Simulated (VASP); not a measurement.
Set up this calculation in VASP 6.6.1, as the native input.

| Property | Result |
| --- | --- |
| Task | single point |
| Functional | PBEsol |
| Potentials or basis | VASP PAW PBE potentials, release 64 (K_sv) |
| Cutoff | 520 eV |
| k mesh | 7 × 7 × 7 |
| Occupations | fermi-dirac, width 0.05 eV |
| Spin | no spin polarisation |
| Dipole correction | no |
| Further INCAR settings | ALGO = Fast; EDIFF = 1e-06; NBANDS = 10 |

The structure of K lies in POSCAR:

```
K
1.0
   -2.6290990000      2.6676120000      2.6000730000
    2.7186870000     -2.7444840000      2.7665340000
    2.6600780000      2.7754630000     -2.6769460000
K
1
Direct
   -0.0036850000     -0.0083200000      0.0072110000
```

This cell differs from its parent crystal: the cell strained at random.

The input as run:

INCAR

```
ALGO = Fast
EDIFF = 1E-6
ENCUT = 520
GGA = PS
ISIF = 2
ISMEAR = -1
LASPH = T
LCHARG = F
LREAL = F
LWAVE = F
NBANDS = 10
NELM = 100
PREC = Accurate
SIGMA = 0.05
```

KPOINTS

```
k-points
0
Gamma
  7 7 7
```

Potentials or basis: VASP PAW PBE potentials, release 64 (K_sv).

The run is started by

```sh
$ cat potpaw_PBE.64/K_sv/POTCAR > POTCAR
$ mpirun -np 1 vasp_std > vasp.out
```

Results of the run:

```yaml
Pressure: -0.3 GPa
```

Caveat: the cell differs from its parent crystal (the cell strained at random); the PAW data sets were made with another functional, which shifts forces and pressure a little.

Run time: 3.2 min on 1 thread of Intel Xeon 6975P-C, on a shared host, peak memory 0.29 GiB.
